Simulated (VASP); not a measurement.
# C (P6/mmm) in VASP: notebook, part 2 of 2

VASP 6.6.1. The steps go on from the part before.

## 5. Single point, PBE

This run uses another cell than the first one, of 13.53 Å³/atom, 1.724 times its volume.

Input file INCAR:

```
SYSTEM = C
PREC     = Accurate       ! precision mode
ENCUT    = 520            ! plane-wave cutoff, eV
EDIFF    = 1E-7           ! SCF threshold, eV
ISMEAR   = -1             ! smearing method
SIGMA    = 0.05           ! smearing width, eV
LREAL    = .FALSE.        ! projectors in reciprocal space
LASPH    = .TRUE.         ! aspherical terms in the spheres
NELM     = 60             ! most SCF steps
ALGO     = Normal         ! electronic algorithm
ISIF     = 2              ! what is computed and relaxed
LWAVE    = .FALSE.        ! write WAVECAR
LCHARG   = .TRUE.         ! write CHGCAR
GGA      = PE             ! functional
LELF     = .TRUE.         ! ELF
LVHAR    = .TRUE.       
NBANDS   = 13             ! bands
```

Input file KPOINTS:

```
Automatic mesh
0
G
  12 12 16
  0 0 0
```

Input file POSCAR:

```
C
1.0
    6.0407509384      0.0000000000      0.0000000000
   -3.0203754692      5.2314437706      0.0000000000
    0.0000000000      0.0000000000      1.2847061718
C
3
Direct
    0.0000000000      0.0000000000      0.0000000000
    0.3333333333      0.6666666667      0.5000000000
    0.6666666667      0.3333333333      0.5000000000
```

Potentials or basis: VASP PAW PBE potentials, release 64 (C).

Launch:

```
> cat potpaw_PBE.64/C/POTCAR > POTCAR
> mpirun -np 1 vasp_std > vasp.out
```

OUTCAR:

```text
SYSTEM = C
   PREC = Accurate
   ENCUT = 520
   EDIFF = 1E-7
   ISMEAR = -1
   LREAL = .FALSE.
   LASPH = .TRUE.
   NELM = 60
   ISIF = 2
   GGA = PE

 ion  position               nearest neighbor table
   1  0.000  0.000  0.000-
   2  0.333  0.667  0.500-
   3  0.667  0.333  0.500-

  LATTYP: Found a hexagonal cell.
 ALAT       =     6.0407509384
 C/A-ratio  =     0.2126732562

  Lattice vectors:

 A1 = (   6.0407509384,   0.0000000000,   0.0000000000)
 A2 = (  -3.0203754692,   5.2314437706,   0.0000000000)
 A3 = (   0.0000000000,   0.0000000000,   1.2847061718)

Analysis of symmetry for initial positions (statically):
=====================================================================
 Subroutine PRICEL returns:
 Original cell was already a primitive cell.

 Routine SETGRP: Setting up the symmetry group for a
 hexagonal supercell.

 Subroutine GETGRP returns: Found 24 space group operations
 (whereof 24 operations were pure point group operations)
 out of a pool of 24 trial point group operations.

The static configuration has the point symmetry D_6h.

Analysis of symmetry for dynamics (positions and initial velocities):
[... 167 lines left out ...]

 k-point     1 :       0.0000    0.0000    0.0000
  band No.  band energies     occupation
      1     -15.8321      2.00000
      2     -15.3604      2.00000
      3     -15.3602      2.00000
      4      -4.9949      2.00000
      5      -4.9949      2.00000
      6      -4.9948      2.00000
      7      -4.9948      2.00000
      8      -3.7001      2.00000
      9      -3.7001      2.00000
     10       5.8161      0.00000
     11      10.2736      0.00000
     12      10.2736      0.00000
     13      10.2736      0.00000
[... 354 lines left out ...]
  band No.  band energies     occupation
      1     -15.4981      2.00000
      2     -15.2617      2.00000
      3     -15.2042      2.00000
      4      -5.1188      2.00000
      5      -4.7940      2.00000
      6      -4.0019      2.00000
      7      -3.9996      2.00000
      8      -3.9072      2.00000
      9      -3.5217      2.00000
     10       7.2188      0.00000
     11       8.8103      0.00000
     12       9.4782      0.00000
     13      10.3271      0.00000

 [... further k-points ...]
[... 5 lines left out ...]
  --------------------------------------------------------------------------------------
  -------------------------------------------------------------------------------------
  Total       -0.0064487     -0.0064487     -0.0990328      0.0000000      0.0000000     -0.0000000
  in kB       -0.2544887     -0.2544887     -3.9081708      0.0000000      0.0000000     -0.0000000
  external PRESSURE =      -1.4723827 kB  Pullay stress =       0.0000000 kB

 VOLUME and BASIS-vectors are now :
 -----------------------------------------------------------------------------
  energy-cutoff  :      520.00
  volume of cell :       40.60
      direct lattice vectors                 reciprocal lattice vectors
     6.040750938  0.000000000  0.000000000     0.165542332  0.095575910  0.000000000
    -3.020375469  5.231443771  0.000000000     0.000000000  0.191151820  0.000000000
     0.000000000  0.000000000  1.284706172     0.000000000  0.000000000  0.778388103

 POSITION                                       TOTAL-FORCE (eV/Angst)
 -----------------------------------------------------------------------------------
      0.00000      0.00000      0.00000        -0.000000      0.000000      0.000000
     -0.00000      3.48763      0.64235         0.000000     -0.000000     -0.000000
      3.02038      1.74381      0.64235        -0.000000      0.000000      0.000000
 -----------------------------------------------------------------------------------
    total drift:                               -0.000000      0.000000      0.000000

  FREE ENERGIE OF THE ION-ELECTRON SYSTEM (eV)
  ---------------------------------------------------
  free  energy   TOTEN  =       -24.6390781042 eV

  energy  without entropy=      -24.6333120815  energy(sigma->0) =      -24.63619509
```

stdout:

```text
POSCAR found type information on POSCAR C
 POSCAR found :  1 types and       3 ions
 scaLAPACK will be used
 LDA part: xc-table for (Slater+PW92), standard interpolation
 POSCAR, INCAR and KPOINTS ok, starting setup
 FFT: planning ... GRIDC
 FFT: planning ... GRID_SOFT
 FFT: planning ... GRID
 WAVECAR not read
 entering main loop
```

Wall time 83 s (1 thread of Intel Xeon Platinum 8259CL at 2.50GHz (Skylake/Cascade Lake), shared host); peak memory 0.2 GiB.

Results:

| Quantity | Value |
| --- | --- |
| Free energy | -24.6391 eV |
| Pressure | -0.1 GPa |
| Band gap on the k mesh | zero (band 6 reaches 9.90 eV, above the bottom of band 7 at -4.99 eV) |

Levels at points of the mesh, in eV from the Fermi level:
```csv
k point,band 3,band 4,band 5,band 6,band 7,band 8,band 9,band 10
"(0.00, 0.00, 0.00)",-16.18,-5.82,-5.82,-5.82,-5.82,-4.52,-4.52,5.00
"(0.50, 0.00, 0.00)",-16.24,-6.34,-5.63,-5.63,-4.90,-4.88,-4.88,7.23
"(0.00, 0.00, 0.50)",-9.10,8.16,8.40,8.65,10.84,10.84,11.00,11.00
"(0.50, 0.00, 0.50)",-9.11,8.30,8.40,8.47,10.80,10.93,11.00,11.00
```

## 6. Relaxation of cell and atoms, PBE

This run uses another cell than the first one, of 6.50 Å³/atom, 0.828 times its volume.

Input file INCAR:

```
SYSTEM = C
ALGO = Normal
EDIFF = 1E-6
EDIFFG = -0.005
ENCUT = 600
GGA = PE
IBRION = 2
ISIF = 3
ISMEAR = -1
LASPH = .TRUE.
LCHARG = .FALSE.
LREAL = .FALSE.
LWAVE = .FALSE.
NELM = 100
NSW = 60
PREC = Accurate
SIGMA = 0.05
```

Input file KPOINTS:

```
k-points
0
G
  12 12 16
  0 0 0
```

Input file POSCAR:

```
C
1.0
    3.3115966154      0.0000000000      0.0000000000
   -1.6557983077      2.8679267960      0.0000000000
    0.0000000000      0.0000000000      2.0531899016
C
3
Direct
    0.0000000000      0.0000000000      0.0000000000
    0.3333333333      0.6666666667      0.5000000000
    0.6666666667      0.3333333333      0.5000000000
```

Potentials or basis: VASP PAW PBE potentials, release 64 (C).

Launch:

```
> cat potpaw_PBE.64/C/POTCAR > POTCAR
> mpirun -np 1 vasp_std > vasp.out
```

Wall time 8.6 min (1 thread of Intel Xeon Platinum 8259CL at 2.50GHz (Skylake/Cascade Lake), shared host); peak memory 0.16 GiB.

The run converged. Its results:

| Quantity | Value |
| --- | --- |
| Free energy | -23.4663 eV |
| Relaxed volume | 9.23 Å³/atom |
| Relaxed cell | a = 4.999 Å, b = 4.999 Å, c = 1.279 Å, α = 90.00°, β = 90.00°, γ = 120.00° |
| Space group after relaxing (to 0.05 Å) | P6/mmm (No. 191) |
| Energy gained by relaxing | 2873.1 meV/atom |
| Ionic steps | 24 |
| Pressure after relaxing | 0.0 GPa |
| Band gap on the k mesh | zero (band 6 reaches 13.08 eV, above the bottom of band 7 at -2.91 eV) |

Stress tensor (GPa, compression positive):
```
 0.02  0.00  0.00
 0.00  0.02  0.00
 0.00  0.00 -0.08
```

Step by step:
```tsv
step	energy change (eV)	largest force (eV/Å)	pressure (GPa)	volume (Å³)
1	0.0000	0.0000	3.71	19.50
2	-0.0689	0.0000	-1.86	19.92
3	-0.3986	0.0000	-14.64	21.07
4	-1.5459	0.0000	-26.45	22.81
5	-6.3502	0.0000	112.67	23.35
6	-2.7731	0.0000	-39.42	23.28
7	-7.5128	0.0000	-13.53	23.68
8	-8.2339	0.0000	36.45	23.61
9	-8.1519	0.0000	47.20	23.58
10	-8.4008	0.0000	21.81	24.55
11	-8.4371	0.0000	7.70	25.19
12	-8.4375	0.0000	9.05	25.12
13	-8.4870	0.0000	7.92	25.50
14	-8.5925	0.0000	4.23	26.64
15	-8.5643	0.0000	-1.88	28.99
16	-8.6187	0.0000	1.42	27.60
17	-8.6187	0.0000	1.57	27.55
18	-8.6191	0.0000	-0.73	27.69
19	-8.6193	0.0000	0.11	27.64
20	-8.6193	0.0000	0.07	27.64
21	-8.6193	0.0000	0.03	27.66
22	-8.6193	0.0000	-0.03	27.67
23	-8.6193	0.0000	-0.02	27.67
24	-8.6193	0.0000	-0.02	27.68
```

Final structure:
```xyz
3
Lattice="4.9987 0.0000 0.0000 -2.4993 4.3290 0.0000 0.0000 0.0000 1.2790" Properties=species:S:1:pos:R:3 pbc="T T T"
C     0.0000    0.0000    0.0000
C     0.0000    2.8860    0.6395
C     2.4993    1.4430    0.6395
```

Levels at points of the mesh, in eV from the Fermi level:
```
           k point  band 3  band 4  band 5  band 6  band 7  band 8  band 9  band 10
(0.00, 0.00, 0.00)  -16.05   -6.77   -6.77   -6.76   -6.76   -3.23   -3.23     7.73
(0.50, 0.00, 0.00)  -16.28   -7.98   -6.04   -6.04   -4.27   -4.25   -4.24     8.54
(0.00, 0.00, 0.50)   -9.30    7.42    8.26    9.23   10.46   10.46   10.99    10.99
(0.50, 0.00, 0.50)   -9.36    7.81    8.21    8.39   10.28   11.00   11.03    11.06
```

Caveat: the volume moved by over 15 % at a fixed basis, so the end points are rough.

## 7. The runs side by side

```tsv
task	cell	cutoff (eV)	gap on the mesh (eV)	pressure (GPa)
single point	a = 4.651, b = 4.651, c = 1.257 Å, angles 90.0, 90.0, 120.0°, 3 atoms	520	none	42.4
single point	a = 5.352, b = 5.352, c = 1.276 Å, angles 90.0, 90.0, 120.0°, 3 atoms	520	none	7.9
single point	a = 6.041, b = 6.041, c = 1.285 Å, angles 90.0, 90.0, 120.0°, 3 atoms	520	none	-0.1
relaxation of cell and atoms	relaxed from a = 3.312, b = 3.312, c = 2.053 Å, angles 90.0, 90.0, 120.0°, 3 atoms	600	none	0.0
```

Alike in all rows: level PBE; potentials or basis VASP PAW PBE potentials, release 64 (C); no spin polarisation; k mesh 12 × 12 × 16; smearing fermi-dirac 0.05 eV.

Caveats: the volume moved by over 15 % at a fixed basis, so the end points are rough (some runs).

Absolute energies hang on the potentials; compare differences alone.
